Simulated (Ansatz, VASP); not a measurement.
# Pt in VASP and in Ansatz

```
Pt
1.0
     2.62217    0.00000    0.00000
     0.00000    2.62217    0.00000
     0.00000    0.00000    2.62217
Pt
1
Direct
  0.00000 0.00000 0.00000
```

Alike in both runs: task single point; functional PBEsol; k mesh 14 × 14 × 14; occupations fermi-dirac, width 0.1 eV; no spin polarisation.

```csv
,VASP,Ansatz
version,VASP 6.6.1,Ansatz 0.2.0
potentials or method,"VASP PAW PBE potentials, release 64 (Pt), cutoff 520 eV","plane waves (420 eV) with PAW, scalar-relativistic"
valence electrons in the cell,10,18
```

VASP gave:

| Item | Value |
| --- | --- |
| pressure (GPa) | -7.9 |

Task: Which values does Ansatz return?

Result: Pressure (GPa): -7.6.

VASP's potentials were made for PBE, not for PBEsol, and Ansatz warns of the same on its side. The functional is the same, so the differences come from potentials, cutoffs and numerics. VASP's potentials hold 10 valence electrons a cell and Ansatz's 18, so a difference there can come from the potentials and not from the codes.

Neither program's run includes spin-orbit coupling.
